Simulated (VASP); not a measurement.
# CsLiCr2Te2S3 (P3m1) in VASP: a series of runs, part 2 of 2

VASP 6.6.1.

### 3 Single point, PBE, collinear spin, ferromagnetic start

INCAR

```
SYSTEM = CsLiCr2Te2S3
  ALGO = Normal
  EDIFF = 1E-6
  ENCUT = 520
  GGA = PE
  ISIF = 2
  ISMEAR = -1
  ISPIN = 2
  LASPH = .TRUE.
  LCHARG = .TRUE.
  LELF = .TRUE.
  LMAXMIX = 4
  LORBIT = 11
  LREAL = .FALSE.
  LVHAR = .TRUE.
  LWAVE = .FALSE.
  MAGMOM = 0 0 3 3 0 0 0 0 0
  NBANDS = 47
  NELM = 150
  PREC = Accurate
  SIGMA = 0.05
```

KPOINTS

```
k-points
0
G
  6 6 1
  0 0 0
```

POSCAR

```
CsLiCr2Te2S3
1.0
    3.6092215325      0.0000000000      0.0000000000
   -1.8046107663      3.1256775351      0.0000000000
    0.0000000000      0.0000000000     19.0329114677
Cs Li Cr Te S
1 1 2 2 3
Direct
    0.0000000000      0.0000000000      0.3740174917
    0.6666666667      0.3333333333      0.0157608216
    0.0000000000      0.0000000000      0.8663494759
    0.3333333333      0.6666666667      0.1681811686
    0.3333333333      0.6666666667      0.5391228992
    0.6666666667      0.3333333333      0.7734383325
    0.0000000000      0.0000000000      0.1002011508
    0.3333333333      0.6666666667      0.9290341783
    0.6666666667      0.3333333333      0.2339044815
```

Potentials or basis: VASP PAW PBE potentials, release 64 (Cs_sv, Li_sv, Cr_pv, Te, S).

Launch:

```console
> cat potpaw_PBE.64/Cs_sv/POTCAR potpaw_PBE.64/Li_sv/POTCAR potpaw_PBE.64/Cr_pv/POTCAR potpaw_PBE.64/Te/POTCAR potpaw_PBE.64/S/POTCAR > POTCAR
> mpirun -np 1 vasp_std > vasp.out
```

OUTCAR:

```text
SYSTEM = CsLiCr2Te2S3
   EDIFF = 1E-6
   ENCUT = 520
   GGA = PE
   ISIF = 2
   ISMEAR = -1
   ISPIN = 2
   LASPH = .TRUE.
   LORBIT = 11
   LREAL = .FALSE.
   NELM = 150
   PREC = Accurate

 ion  position               nearest neighbor table
   1  0.000  0.000  0.374-
   2  0.667  0.333  0.016-   7 2.63   7 2.63   7 2.63   8 2.66   8 2.66   8 2.66
   3  0.000  0.000  0.866-   8 2.40   8 2.40   8 2.40   6 2.73   6 2.73   6 2.73
   4  0.333  0.667  0.168-   9 2.43   9 2.43   9 2.43   7 2.45   7 2.45   7 2.45
   5  0.333  0.667  0.539-
   6  0.667  0.333  0.773-   3 2.73   3 2.73   3 2.73
   7  0.000  0.000  0.100-   4 2.45   4 2.45   4 2.45   2 2.63   2 2.63   2 2.63
   8  0.333  0.667  0.929-   3 2.40   3 2.40   3 2.40   2 2.66   2 2.66   2 2.66
   9  0.667  0.333  0.234-   4 2.43   4 2.43   4 2.43

  LATTYP: Found a hexagonal cell.
 ALAT       =     3.6092215325
 C/A-ratio  =     5.2734118137

  Lattice vectors:

 A1 = (   3.6092215325,   0.0000000000,   0.0000000000)
 A2 = (  -1.8046107663,   3.1256775351,   0.0000000000)
 A3 = (   0.0000000000,   0.0000000000,  19.0329114677)

Analysis of symmetry for initial positions (statically):
=====================================================================
 Subroutine PRICEL returns:
 Original cell was already a primitive cell.

 Routine SETGRP: Setting up the symmetry group for a
 hexagonal supercell.

 Subroutine GETGRP returns: Found  6 space group operations
 (whereof  6 operations were pure point group operations)
 out of a pool of 24 trial point group operations.

The static configuration has the point symmetry C_3v.

Analysis of symmetry for dynamics (positions and initial velocities):
=====================================================================
 Subroutine PRICEL returns:
 Original cell was already a primitive cell.

 Routine SETGRP: Setting up the symmetry group for a
 hexagonal supercell.

 Subroutine GETGRP returns: Found  6 space group operations
 (whereof  6 operations were pure point group operations)
 out of a pool of 24 trial point group operations.

The dynamic configuration has the point symmetry C_3v.

Analysis of structural, dynamic, and magnetic symmetry:
=====================================================================
 Subroutine PRICEL returns:
 Original cell was already a primitive cell.

 Routine SETGRP: Setting up the symmetry group for a
 hexagonal supercell.

 Subroutine GETGRP returns: Found  6 space group operations
 (whereof  6 operations were pure point group operations)
 out of a pool of 24 trial point group operations.

The overall configuration has the point symmetry C_3v.

 Subroutine INISYM returns: Found  6 space group operations
 (whereof  6 operations are pure point group operations),
 and found     1 'primitive' translations

----------------------------------------------------------------------------------------

                                     Primitive cell

  volume of cell :     214.7153
[... 93 lines left out ...]
   POTIM  = 0.5000    time-step for ionic-motion
   TEBEG  =    0.0;   TEEND  =   0.0 temperature during run
   PSTRESS=    0.0 pullay stress
   NELECT =      66.0000    total number of electrons
   NUPDOWN=      -1.0000    fix difference up-down
   EMIN   =  10.00;   EMAX   =-10.00  energy-range for DOS
   EFERMI =   0.00;   METHOD = LEGACY
   ISMEAR =    -1;   SIGMA  =   0.05  broadening in eV -4-tet -1-fermi 0-gaus
   EFERMI_NEDOS =   21; number of points for ismear=-14 and -15
   IALGO  =     38    algorithm
   IMIX   =      4    mixing-type and parameters
     AMIX     =   0.40;   BMIX     =  1.00
     AMIX_MAG =   1.60;   BMIX_MAG =  1.00
  volume/ion in A,a.u.               =      23.86       161.00
  Fermi-wavevector in a.u.,A,eV,Ry     =   1.104846  2.087857 16.608430  1.220685
  Thomas-Fermi vector in A             =   2.241325
   LORBIT       =     11    0 simple, 1 ext, 2 COOP (PROOUT), +10 PAW based schemes
   GGA     = PE    functional components
   LHFCALC =     F    Hartree Fock is set to
   AEXX    =    0.0000 exact exchange contribution
   IVDW    =     0    specifies the selected vdW correction
   LEPSILON=     F    determine dielectric tensor
   LRPA    =     F    only Hartree local field effects (RPA)
 spin polarized calculation
  energy-cutoff  :      520.00
  volume of cell :      214.72
 maximum number of plane-waves:      5807
 NGX is ok and might be reduce to    28
   NGX = 13   NGY = 13   NGZ = 71

 number of electron      65.9999997 magnetization       5.6342426

 Free energy of the ion-electron system (eV)
  ---------------------------------------------------
  ext. energy  EPLUGINS =         0.00000000
  ---------------------------------------------------
  free energy    TOTEN  =       -46.21691218 eV

  energy without entropy =      -46.19000852  energy(sigma->0) =      -46.20346035

 E-fermi :   5.0349     XC(G=0):  -9.3660

 val. band max:        5.0294540272   @ k =   0.1667   0.1667   0.0000
 cond. band min:       5.0475542630   @ k =   0.1667   0.0000   0.0000
 fundamental gap:      0.0181002358
 Fermi energy:         5.0348912283

 spin component 1

 k-point     1 :       0.0000    0.0000    0.0000
  band No.  band energies     occupation
      1     -41.3937      1.00000
      2     -39.5957      1.00000
      3     -39.5713      1.00000
      4     -39.5713      1.00000
      5     -39.1333      1.00000
      6     -39.1308      1.00000
[... 325 lines left out ...]
     44       9.6041      0.00000
     45       9.6057      0.00000
 Fermi energy:         5.0348912283

 spin component 2

 k-point     1 :       0.0000    0.0000    0.0000
  band No.  band energies     occupation
      1     -41.3961      1.00000
      2     -36.6194      1.00000
      3     -36.6194      1.00000
      4     -36.6183      1.00000
      5     -36.3821      1.00000
      6     -36.2994      1.00000
[... 325 lines left out ...]
     44       9.6210      0.00000
     45       9.8789      0.00000
 [bands above 45 left out]

------------------------ aborting loop because EDIFF is reached ----------------------------------------

  FORCE on cell =-STRESS in cart. coord.  units (eV):
  Direction    XX          YY          ZZ          XY          YZ          ZX
  --------------------------------------------------------------------------------------
  -------------------------------------------------------------------------------------
  Total        0.0507092      0.0507092      0.0379587     -0.0000000      0.0000000      0.0000000
  in kB        0.3783854      0.3783854      0.2832431     -0.0000000      0.0000000      0.0000000
  external PRESSURE =       0.3466713 kB  Pullay stress =       0.0000000 kB

 VOLUME and BASIS-vectors are now :
 -----------------------------------------------------------------------------
  energy-cutoff  :      520.00
  volume of cell :      214.72
      direct lattice vectors                 reciprocal lattice vectors
     3.609221532  0.000000000  0.000000000     0.277068058  0.159965318  0.000000000
    -1.804610766  3.125677535  0.000000000     0.000000000  0.319930635  0.000000000
     0.000000000  0.000000000 19.032911468     0.000000000  0.000000000  0.052540569

 POSITION                                       TOTAL-FORCE (eV/Angst)
 -----------------------------------------------------------------------------------
      0.00000      0.00000      7.11864        -0.000000      0.000000      0.001764
      1.80461      1.04189      0.29997        -0.000000     -0.000000     -0.000754
      0.00000      0.00000     16.48915         0.000000      0.000000     -0.001321
     -0.00000      2.08379      3.20098        -0.000000      0.000000     -0.007363
     -0.00000      2.08379     10.26108        -0.000000      0.000000      0.014694
      1.80461      1.04189     14.72078        -0.000000     -0.000000     -0.006326
      0.00000      0.00000      1.90712        -0.000000      0.000000     -0.001947
     -0.00000      2.08379     17.68223        -0.000000     -0.000000      0.009592
      1.80461      1.04189      4.45188         0.000000      0.000000     -0.008339
 -----------------------------------------------------------------------------------
    total drift:                               -0.000001      0.000000     -0.001029

  FREE ENERGIE OF THE ION-ELECTRON SYSTEM (eV)
  ---------------------------------------------------
  free  energy   TOTEN  =       -46.2169121821 eV

  energy  without entropy=      -46.1900085180  energy(sigma->0) =      -46.20346035

 total charge

# of ion       s       p       d       tot
------------------------------------------
    1        1.840   4.690   0.083   6.613
    2        2.007   0.036   0.000   2.044
    3        0.272   6.251   4.114  10.637
    4        0.269   6.259   4.039  10.567
    5        1.416   1.809   0.017   3.242
    6        1.394   1.946   0.036   3.376
    7        1.324   2.428   0.000   3.752
    8        1.324   2.423   0.000   3.747
    9        1.328   2.419   0.000   3.747
--------------------------------------------------
tot         11.175  28.262   8.288  47.725

 magnetization (x)

# of ion       s       p       d       tot
------------------------------------------
    1        0.001  -0.001   0.001   0.000
    2        0.000  -0.001   0.000  -0.001
    3        0.039   0.030   2.722   2.792
    4        0.042   0.039   2.857   2.938
    5       -0.000  -0.005  -0.000  -0.005
    6       -0.004  -0.172   0.002  -0.174
    7       -0.003  -0.058   0.000  -0.062
    8       -0.005  -0.075   0.000  -0.080
    9       -0.005  -0.070   0.000  -0.075
--------------------------------------------------
tot          0.065  -0.314   5.582   5.332
```

Run time: 4.6 min. Hardware: 1 thread of Intel Xeon Platinum 8488C (Sapphire Rapids), shared host; peak memory 0.48 GiB.

What came out:

| Property | Result |
| --- | --- |
| Free energy | -46.2169 eV |
| Largest force | 0.015 eV/Å |
| Net moment | 5.63 μB per cell |
| Site moments | Cs +0.00; Li -0.00; Cr +2.79, +2.94; Te -0.01, -0.17; S -0.06, -0.08, -0.07 μB |
| Valence electrons inside the program's atomic spheres | Cs 6.61; Li 2.04; Cr 10.64, 10.57; Te 3.24, 3.38; S 3.75 |

Forces on the atoms (eV/Å):
```
Cs   0.000  0.000  0.002
Li   0.000  0.000 -0.001
Cr   0.000  0.000 -0.001
Cr   0.000  0.000 -0.007
Te   0.000  0.000  0.015
Te   0.000  0.000 -0.006
S    0.000  0.000 -0.002
S    0.000  0.000  0.010
S    0.000  0.000 -0.008
```

Levels at points of the mesh, in eV from the Fermi level:
Spin up:
```tsv
k point	band 33	band 34	band 35	band 36	band 37	band 38	band 39	band 40
(0.00, 0.00, 0.00)	-0.49	0.41	0.41	1.21	1.60	1.60	1.96	1.96
(0.50, 0.00, 0.00)	-1.28	-1.06	-0.87	-0.84	0.39	0.77	1.20	1.38
```
Spin down:
```csv
k point,band 28,band 29,band 30,band 31,band 32,band 33
"(0.00, 0.00, 0.00)",0.69,0.69,0.93,0.93,1.11,1.15
"(0.50, 0.00, 0.00)",-1.89,-1.07,-0.94,0.37,0.38,0.75
```

Caveat: the cutoff is under 1.25 times the usual one of these potentials, so pressure, stress and relaxed cells hold a basis-set (Pulay) error; spin-orbit coupling is left out, which moves the levels of the heavy elements; the run started ferromagnetic, and an antiferromagnetic order may lie lower in energy. With open d or f shells a metallic result of PBE can be an artefact of self-interaction; +U or a hybrid may open a gap.

### 4 Single point, r2SCAN+D4, collinear spin, ferromagnetic start

This run uses another cell than the first one, of 22.72 Å³/atom.

POSCAR

```
CsLiCr2Te2S3
1.0
    3.5818498700      0.0000000000      0.0000000000
   -1.7909249350      3.1019729800      0.0000000000
    0.0000000000      0.0000000000     18.4048401332
Cs Li Cr Te S
1 1 2 2 3
Direct
    0.0000000000      0.0000000000      0.3825799240
    0.6666666667      0.3333333333      0.0123088302
    0.0000000000      0.0000000000      0.8571078026
    0.3333333333      0.6666666667      0.1702618920
    0.3333333333      0.6666666667      0.5540404107
    0.6666666667      0.3333333333      0.7599422080
    0.0000000000      0.0000000000      0.0996000756
    0.3333333333      0.6666666667      0.9246994781
    0.6666666667      0.3333333333      0.2394693788
```

INCAR.step1

```
PREC     = Accurate       # precision mode
ENCUT    = 520            # plane-wave cutoff, eV
ISMEAR   = -1             # smearing method
SIGMA    = 0.05           # smearing width, eV
LREAL    = F              # projectors in reciprocal space
LASPH    = T              # aspherical terms in the spheres
NELM     = 150            # most SCF steps
ISPIN    = 2              # spin polarisation
MAGMOM   = 0 0 3 3 0 0 0 0 0 # initial moments
LMAXMIX  = 4              # l up to which the mixer works
NBANDS   = 47             # bands
GGA      = PE             # functional
ALGO     = Normal         # electronic algorithm
EDIFF    = 1E-4           # SCF threshold, eV
LWAVE    = T              # write WAVECAR
LCHARG   = F              # write CHGCAR
```

INCAR.step2

```
PREC     = Accurate       # precision mode
ENCUT    = 520            # plane-wave cutoff, eV
EDIFF    = 1E-6           # SCF threshold, eV
ISMEAR   = -1             # smearing method
SIGMA    = 0.05           # smearing width, eV
LREAL    = F              # projectors in reciprocal space
LASPH    = T              # aspherical terms in the spheres
NELM     = 150            # most SCF steps
ALGO     = Normal         # electronic algorithm
ISIF     = 2              # what is computed and relaxed
LWAVE    = F              # write WAVECAR
LCHARG   = F              # write CHGCAR
ISPIN    = 2              # spin polarisation
MAGMOM   = 0 0 3 3 0 0 0 0 0 # initial moments
LORBIT   = 11             # projections on sites
LMAXMIX  = 4              # l up to which the mixer works
METAGGA  = R2SCAN         # meta-GGA
LMIXTAU  = T            
IVDW     = 13             # dispersion correction
VDW_S6   = 1.0          
VDW_S8   = 0.6018749    
VDW_A1   = 0.51559235   
VDW_A2   = 5.77342911   
NBANDS   = 47             # bands
ISTART   = 1
```

KPOINTS

```
regular mesh
0
Gamma
  6 6 1
```

Launch:

```console
> cat potpaw_PBE.64/Cs_sv/POTCAR potpaw_PBE.64/Li_sv/POTCAR potpaw_PBE.64/Cr_pv/POTCAR potpaw_PBE.64/Te/POTCAR potpaw_PBE.64/S/POTCAR > POTCAR
> cp INCAR.step1 INCAR
> mpirun -np 1 vasp_std > vasp.out
> cp INCAR.step2 INCAR
> mpirun -np 1 vasp_std > vasp.out
```

It took 11 min on 1 thread of Intel Xeon Platinum 8488C (Sapphire Rapids), shared host; peak memory 0.51 GiB.

It converged, with:

```
Free energy                                           : -141.3598 eV
Largest force                                         : 0.023 eV/Å
Band gap on the k mesh                                : zero (filled and empty bands overlap)
Net moment                                            : 5.98 μB per cell
Site moments                                          : Cs -0.00; Li -0.00; Cr +3.08, +3.03; Te +0.04, -0.16; S -0.07, -0.08 (each value once) μB
Valence electrons inside the program's atomic spheres : Cs 6.65; Li 2.02; Cr 10.71, 10.66; Te 3.27, 3.43; S 3.79, 3.78 (each value once)
Dispersion energy per atom                            : -0.122 eV
```

Forces on the atoms (eV/Å):
```
Cs   0.000  0.000  0.009
Li   0.000  0.000  0.004
Cr   0.000  0.000  0.000
Cr   0.000  0.000  0.009
Te   0.000  0.000  0.014
Te   0.000  0.000 -0.010
S    0.000  0.000 -0.022
S    0.000  0.000  0.020
S    0.000  0.000 -0.023
```

Levels at points of the mesh, in eV from the Fermi level:
Spin up:
| k point | band 33 | band 34 | band 35 | band 36 | band 37 | band 38 | band 39 | band 40 |
| --- | --- | --- | --- | --- | --- | --- | --- | --- |
| (0.00, 0.00, 0.00) | -0.70 | 0.50 | 0.50 | 1.05 | 1.63 | 1.71 | 1.79 | 1.79 |
| (0.50, 0.00, 0.00) | -1.65 | -1.29 | -1.14 | -0.97 | 0.32 | 0.93 | 1.04 | 1.45 |
Spin down:
| k point | band 28 | band 29 | band 30 | band 31 | band 32 | band 33 |
| --- | --- | --- | --- | --- | --- | --- |
| (0.00, 0.00, 0.00) | 0.95 | 0.95 | 1.55 | 1.58 | 1.58 | 2.01 |
| (0.50, 0.00, 0.00) | -2.01 | -1.17 | -0.81 | 0.40 | 0.69 | 1.36 |

Caveat: the cutoff is under 1.25 times the usual one of these potentials, so pressure, stress and relaxed cells hold a basis-set (Pulay) error; the PAW data sets were made with another functional, which shifts forces and pressure a little; spin-orbit coupling is left out, which moves the levels of the heavy elements; the run started ferromagnetic, and an antiferromagnetic order may lie lower in energy. With open d or f shells a metallic result of r2SCAN can be an artefact of self-interaction; +U or a hybrid may open a gap.

The gap in the log of VASP goes by the Fermi energy; the results here count the filled bands.